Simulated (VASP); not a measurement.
# CoO (I4/mmm) in VASP: notebook

The runs below take CoO through single point, with LDA.

Everything below comes from runs of VASP 6.6.1. Logs are shortened: lines on timing, memory, paths and dates and some standing lists are left out, and cuts for length are marked.

### Step 1. The cell of the first run

It takes space group I4/mmm (No. 139, tetragonal). Conventional cell: a = 2.996 Å, b = 2.996 Å, c = 4.186 Å, α = 90.00°, β = 90.00°, γ = 90.00°. Within 2.8 Å of Co (site symmetry 4/mmm) lie 6 O at 2.09 to 2.12 Å. Within 2.8 Å of O (site symmetry 4/mmm) lie 6 Co at 2.09 to 2.12 Å.

### Step 2. Single point, LDA, collinear spin, ferromagnetic start (volume scaled by 0.98)

Input file INCAR:

```
ALGO     = Normal         # electronic algorithm
EDIFF    = 1E-7           # SCF threshold, eV
ENCUT    = 520            # plane-wave cutoff, eV
GGA      = CA             # functional
ISIF     = 2              # what is computed and relaxed
ISMEAR   = -1             # smearing method
ISPIN    = 2              # spin polarisation
LASPH    = True           # aspherical terms in the spheres
LCHARG   = False          # write CHGCAR
LMAXMIX  = 4              # l up to which the mixer works
LORBIT   = 11             # projections on sites
LREAL    = False          # projectors in reciprocal space
LWAVE    = False          # write WAVECAR
MAGMOM   = 2 0            # initial moments
NBANDS   = 18             # bands
NELM     = 150            # most SCF steps
PREC     = Accurate       # precision mode
SIGMA    = 0.05           # smearing width, eV
```

Input file KPOINTS:

```
k-points
0
Gamma
  12 12 12
```

Input file POSCAR:

```
CoO
1.0
   -1.4978788897      1.4978788897      2.0931045106
    1.4978788897     -1.4978788897      2.0931045106
    1.4978788897      1.4978788897     -2.0931045106
Co O
1 1
Direct
    0.0000000000      0.0000000000      0.0000000000
    0.5000000000      0.5000000000      0.0000000000
```

Potentials or basis: VASP PAW LDA potentials, release 64 (Co, O).

Command:

```sh
cat potpaw_LDA.64/Co/POTCAR potpaw_LDA.64/O/POTCAR > POTCAR
mpirun -np 1 vasp_std > vasp.out
```

OUTCAR:

```text
EDIFF = 1E-7
   ENCUT = 520
   GGA = CA
   ISIF = 2
   ISMEAR = -1
   ISPIN = 2
   LASPH = True
   LORBIT = 11
   LREAL = False
   NELM = 150
   PREC = Accurate

 ion  position               nearest neighbor table
   1  0.000  0.000  0.000-   2 2.09   2 2.09   2 2.12   2 2.12   2 2.12   2 2.12
   2  0.500  0.500  0.000-   1 2.09   1 2.09   1 2.12   1 2.12   1 2.12   1 2.12

  LATTYP: Found a body centered tetragonal cell.
 ALAT       =     2.9957577794
 C/A-ratio  =     1.3973790037

  Lattice vectors:

 A1 = (  -1.4978788897,   1.4978788897,   2.0931045106)
 A2 = (   1.4978788897,  -1.4978788897,   2.0931045106)
 A3 = (   1.4978788897,   1.4978788897,  -2.0931045106)

Analysis of symmetry for initial positions (statically):
=====================================================================
 Subroutine PRICEL returns:
 Original cell was already a primitive cell.

 Routine SETGRP: Setting up the symmetry group for a
 body centered tetragonal supercell.

 Subroutine GETGRP returns: Found 16 space group operations
 (whereof 16 operations were pure point group operations)
 out of a pool of 16 trial point group operations.

The static configuration has the point symmetry D_4h.

Analysis of symmetry for dynamics (positions and initial velocities):
=====================================================================
 Subroutine PRICEL returns:
 Original cell was already a primitive cell.

 Routine SETGRP: Setting up the symmetry group for a
 body centered tetragonal supercell.

 Subroutine GETGRP returns: Found 16 space group operations
 (whereof 16 operations were pure point group operations)
 out of a pool of 16 trial point group operations.

The dynamic configuration has the point symmetry D_4h.

Analysis of structural, dynamic, and magnetic symmetry:
=====================================================================
 Subroutine PRICEL returns:
 Original cell was already a primitive cell.

 Routine SETGRP: Setting up the symmetry group for a
 body centered tetragonal supercell.

 Subroutine GETGRP returns: Found 16 space group operations
 (whereof 16 operations were pure point group operations)
 out of a pool of 16 trial point group operations.

The overall configuration has the point symmetry D_4h.

 Subroutine INISYM returns: Found 16 space group operations
 (whereof 16 operations are pure point group operations),
 and found     1 'primitive' translations

----------------------------------------------------------------------------------------

                                     Primitive cell

  volume of cell :      18.7847

  direct lattice vectors                    reciprocal lattice vectors
    -1.497878890  1.497878890  2.093104511     0.000000000  0.333805359  0.238879615
     1.497878890 -1.497878890  2.093104511     0.333805359  0.000000000  0.238879615
     1.497878890  1.497878890 -2.093104511     0.333805359  0.333805359  0.000000000

  length of vectors
     2.977980663  2.977980663  2.977980663     0.410474711  0.410474711  0.472072065

  position of ions in fractional coordinates (direct lattice)
     0.000000000  0.000000000  0.000000000
     0.500000000  0.500000000  0.000000000

  ion indices of the primitive-cell ions
   primitive index   ion index
                 1           1
                 2           2

----------------------------------------------------------------------------------------

 KPOINTS: k-points

Automatic generation of k-mesh.
 Grid dimensions read from file:
 generate k-points for:   12   12   12

 Generating k-lattice:

  Cartesian coordinates                     Fractional coordinates (reciprocal lattice)
     0.000000000  0.027817113  0.019906635     0.083333333  0.000000000 -0.000000000
     0.027817113  0.000000000  0.019906635     0.000000000  0.083333333 -0.000000000
     0.027817113  0.027817113  0.000000000     0.000000000  0.000000000  0.083333333

  Length of vectors
     0.034206226  0.034206226  0.039339339

  Shift w.r.t. Gamma in fractional coordinates (k-lattice)
     0.000000000  0.000000000  0.000000000

 Subroutine IBZKPT returns following result:
 ===========================================

 Found    163 irreducible k-points:

 Following reciprocal coordinates:
            Coordinates               Weight
  0.000000  0.000000  0.000000      1.000000
  0.083333  0.000000  0.000000      8.000000
  0.166667  0.000000  0.000000      8.000000
  0.250000  0.000000  0.000000      8.000000
  0.333333 -0.000000  0.000000      8.000000
  0.416667  0.000000  0.000000      8.000000
[... 16 lines left out ...]
  0.500000  0.166667  0.000000     16.000000
 -0.416667  0.166667 -0.000000     16.000000
 [... further k-points ...]
   k-points           NKPTS =    163   k-points in BZ     NKDIM =    163   number of bands    NBANDS=     18
   number of dos      NEDOS =    301   number of ions     NIONS =      2
   total plane-waves  NPLWV =  13824
   dimension x,y,z NGX =    24 NGY =   24 NGZ =   24
   dimension x,y,z NGXF=    48 NGYF=   48 NGZF=   48
   ions per type =               1   1
   NGX,Y,Z   is equivalent  to a cutoff of  13.40, 13.40, 13.40 a.u.
   NGXF,Y,Z  is equivalent  to a cutoff of  26.80, 26.80, 26.80 a.u.
 SYSTEM =  unknown system
   PREC   = accura    normal or accurate (medium, high low for compatibility)
   ISTART =      0    job   : 0-new  1-cont  2-samecut
   ICHARG =      2    charge: 1-file 2-atom 10-const
   ISPIN  =      2    spin polarized calculation?
   LNONCOLLINEAR =      F non collinear calculations
   LSORBIT =      F    spin-orbit coupling
   LASPH  =      T    aspherical Exc in radial PAW
   ENCUT  =  520.0 eV  38.22 Ry    6.18 a.u.   5.54  5.54  5.54*2*pi/ulx,y,z
   NELM   =    150;   NELMIN=  2; NELMDL= -5     # of ELM steps
   EDIFF  = 0.1E-06   stopping-criterion for ELM
   LREAL  =      F    real-space projection
   EDIFFG = 0.1E-05   stopping-criterion for IOM
   NSW    =      0    number of steps for IOM
   IBRION =     -1    ionic relax: 0-MD 1-quasi-New 2-CG
   NFREE  =      0    steps in history (QN), initial steepest desc. (CG)
   ISIF   =      2    stress and relaxation
   ISYM   =      2    0-nonsym 1-usesym 2-fastsym
   POTIM  = 0.5000    time-step for ionic-motion
   TEBEG  =    0.0;   TEEND  =   0.0 temperature during run
   PSTRESS=    0.0 pullay stress
   NELECT =      15.0000    total number of electrons
   NUPDOWN=      -1.0000    fix difference up-down
   EMIN   =  10.00;   EMAX   =-10.00  energy-range for DOS
   EFERMI =   0.00;   METHOD = LEGACY
   ISMEAR =    -1;   SIGMA  =   0.05  broadening in eV -4-tet -1-fermi 0-gaus
   EFERMI_NEDOS =   21; number of points for ismear=-14 and -15
   IALGO  =     38    algorithm
   IMIX   =      4    mixing-type and parameters
     AMIX     =   0.40;   BMIX     =  1.00
     AMIX_MAG =   1.60;   BMIX_MAG =  1.00
  volume/ion in A,a.u.               =       9.39        63.38
  Fermi-wavevector in a.u.,A,eV,Ry     =   1.518811  2.870137 31.385752  2.306788
  Thomas-Fermi vector in A             =   2.627882
   LORBIT       =     11    0 simple, 1 ext, 2 COOP (PROOUT), +10 PAW based schemes
   GGA     = CA    functional components
   LHFCALC =     F    Hartree Fock is set to
   AEXX    =    0.0000 exact exchange contribution
   IVDW    =     0    specifies the selected vdW correction
   LEPSILON=     F    determine dielectric tensor
   LRPA    =     F    only Hartree local field effects (RPA)
 spin polarized calculation
  energy-cutoff  :      520.00
  volume of cell :       18.78
 maximum number of plane-waves:       532
 NGX is ok and might be reduce to    24
   NGX = 11   NGY = 11   NGZ = 11

 number of electron      15.0000001 magnetization       2.5387751

 Free energy of the ion-electron system (eV)
  ---------------------------------------------------
  ext. energy  EPLUGINS =         0.00000000
  ---------------------------------------------------
  free energy    TOTEN  =       -14.72624498 eV

  energy without entropy =      -14.69106320  energy(sigma->0) =      -14.70865409

 E-fermi :   8.0467     XC(G=0): -13.0498

 val. band max:        8.0432414889   @ k =   0.4167   0.3333  -0.0000
 cond. band min:       8.0485657001   @ k =  -0.3333  -0.4167   0.3333
 fundamental gap:      0.0053242111
 Fermi energy:         8.0467214991

 spin component 1

 k-point     1 :       0.0000    0.0000    0.0000
  band No.  band energies     occupation
      1     -12.3114      1.00000
      2       4.5747      1.00000
      3       4.6124      1.00000
      4       4.6124      1.00000
      5       5.1262      1.00000
      6       5.1262      1.00000
[... 10 lines left out ...]
     17      30.1106      0.00000
     18      32.9483      0.00000

 k-point     2 :       0.0833    0.0000    0.0000
  band No.  band energies     occupation
      1     -12.2335      1.00000
      2       3.9125      1.00000
      3       4.0228      1.00000
      4       4.0443      1.00000
      5       5.1853      1.00000
      6       5.2232      1.00000
[... 10 lines left out ...]
     17      30.7553      0.00000
     18      34.1349      0.00000

 k-point     3 :       0.1667    0.0000    0.0000
  band No.  band energies     occupation
      1     -12.0129      1.00000
      2       2.7355      1.00000
      3       3.3160      1.00000
      4       3.3432      1.00000
      5       5.3313      1.00000
      6       5.3645      1.00000
[... 412 lines left out ...]
 k-point    23 :       0.5000    0.1667    0.0000
  band No.  band energies     occupation
      1     -10.9570      1.00000
      2       0.0500      1.00000
      3       1.8023      1.00000
      4       2.1439      1.00000
      5       5.6647      1.00000
      6       6.0324      1.00000
[... 10 lines left out ...]
     17      35.0597      0.00000
     18      36.6946      0.00000

 k-point    24 :      -0.4167    0.1667   -0.0000
  band No.  band energies     occupation
      1     -11.1518      1.00000
      2       0.4149      1.00000
      3       2.0573      1.00000
      4       2.4612      1.00000
      5       5.3996      1.00000
      6       5.9735      1.00000
[... 10 lines left out ...]
     17      35.5054      0.00000
     18      37.0147      0.00000

 [... further k-points ...]

 spin component 2

 k-point     1 :       0.0000    0.0000    0.0000
  band No.  band energies     occupation
      1     -11.8921      1.00000
      2       5.0337      1.00000
      3       5.0859      1.00000
      4       5.0859      1.00000
      5       6.8537      1.00000
      6       6.8537      1.00000
[... 10 lines left out ...]
     17      30.8512      0.00000
     18      33.6711      0.00000

 k-point     2 :       0.0833    0.0000    0.0000
  band No.  band energies     occupation
      1     -11.8130      1.00000
      2       4.4764      1.00000
      3       4.7784      1.00000
      4       4.8098      1.00000
      5       6.9447      1.00000
      6       6.9656      1.00000
[... 10 lines left out ...]
     17      31.4422      0.00000
     18      34.8681      0.00000

 k-point     3 :       0.1667    0.0000    0.0000
  band No.  band energies     occupation
      1     -11.5890      1.00000
      2       3.2962      1.00000
      3       4.2269      1.00000
      4       4.2585      1.00000
      5       7.1380      1.00000
      6       7.1561      1.00000
[... 412 lines left out ...]
 k-point    23 :       0.5000    0.1667    0.0000
  band No.  band energies     occupation
      1     -10.5077      1.00000
      2       0.5404      1.00000
      3       2.6349      1.00000
      4       3.0706      1.00000
      5       7.4633      0.99999
      6       7.9635      0.84076
[... 10 lines left out ...]
     17      35.4081      0.00000
     18      37.1625      0.00000

 k-point    24 :      -0.4167    0.1667   -0.0000
  band No.  band energies     occupation
      1     -10.7071      1.00000
      2       0.9382      1.00000
      3       2.8969      1.00000
      4       3.3421      1.00000
      5       7.1080      1.00000
      6       7.9424      0.88958
[... 10 lines left out ...]
     17      35.9045      0.00000
     18      37.4221      0.00000

 [... further k-points ...]
[... 5 lines left out ...]
  --------------------------------------------------------------------------------------
  -------------------------------------------------------------------------------------
  Total       -2.1036761     -2.1036761     -2.1242221      0.0000000      0.0000000      0.0000000
  in kB     -179.4259032   -179.4259032   -181.1783046      0.0000000      0.0000000      0.0000000
  external PRESSURE =    -180.0100370 kB  Pullay stress =       0.0000000 kB

 VOLUME and BASIS-vectors are now :
 -----------------------------------------------------------------------------
  energy-cutoff  :      520.00
  volume of cell :       18.78
      direct lattice vectors                 reciprocal lattice vectors
    -1.497878890  1.497878890  2.093104511     0.000000000  0.333805359  0.238879615
     1.497878890 -1.497878890  2.093104511     0.333805359  0.000000000  0.238879615
     1.497878890  1.497878890 -2.093104511     0.333805359  0.333805359  0.000000000

 POSITION                                       TOTAL-FORCE (eV/Angst)
 -----------------------------------------------------------------------------------
      0.00000      0.00000      0.00000         0.000000     -0.000000      0.000000
      0.00000      0.00000      2.09310        -0.000000      0.000000     -0.000000
 -----------------------------------------------------------------------------------
    total drift:                               -0.000000      0.000000     -0.000000

  FREE ENERGIE OF THE ION-ELECTRON SYSTEM (eV)
  ---------------------------------------------------
  free  energy   TOTEN  =       -14.7262449801 eV

  energy  without entropy=      -14.6910632009  energy(sigma->0) =      -14.70865409

 total charge

# of ion       s       p       d       tot
------------------------------------------
    1        0.303   0.375   7.222   7.900
    2        1.547   3.386   0.000   4.933
--------------------------------------------------
tot          1.850   3.761   7.222  12.833

 magnetization (x)

# of ion       s       p       d       tot
------------------------------------------
    1        0.019   0.017   2.204   2.241
    2        0.028   0.217   0.000   0.245
--------------------------------------------------
tot          0.047   0.235   2.204   2.486
```

Run time: 93 s. Hardware: 1 thread of AMD EPYC 9R45 (Zen 5), shared host; peak memory 0.17 GiB.

What came out:

| Quantity | Value |
| --- | --- |
| Free energy | -14.7262 eV |
| Pressure | -18.0 GPa |
| Net moment | 2.54 μB per cell |
| Site moments | Co +2.24; O +0.24 μB |
| Valence electrons inside the program's atomic spheres | Co 7.90; O 4.93 |

Levels at points of the mesh, in eV from the Fermi level:
Spin up:
```
           k point  band 6  band 7  band 8  band 9  band 10  band 11  band 12  band 13
(0.00, 0.00, 0.00)   -2.92   -2.87   -2.86   -2.85     1.11    16.71    18.19    18.19
(0.50, 0.00, 0.00)   -2.07   -1.58    0.34    0.42     4.97     9.40    13.27    13.55
(0.50, 0.50, 0.00)   -2.48   -1.90   -1.78   -1.78     5.94     9.68    11.77    15.76
(0.50, 0.50, 0.50)   -2.45   -1.89   -1.79   -1.79     5.94     9.84    11.62    15.72
```
Spin down:
```
           k point  band 2  band 3  band 4  band 5  band 6  band 7  band 8  band 9  band 10  band 11
(0.00, 0.00, 0.00)   -3.01   -2.96   -2.96   -1.19   -1.19   -1.13   -0.53   -0.53     1.58    16.80
(0.50, 0.00, 0.00)   -8.05   -5.17   -5.14   -0.16   -0.14    0.16    2.25    2.32     5.29    10.05
(0.50, 0.50, 0.00)   -6.84   -4.28   -4.18   -2.38   -0.05    0.15    0.16    0.51     6.60    10.12
(0.50, 0.50, 0.50)   -6.82   -4.27   -4.27   -2.37   -0.02    0.15    0.15    0.51     6.60    10.26
```

Caveat: a cell with one magnetic atom can't hold antiferromagnetic order, which such compounds often take; semilocal functionals often make such compounds metallic where correlation or magnetic order opens a gap, which also shifts bond lengths.

(Part 1 of 2 ends here.)
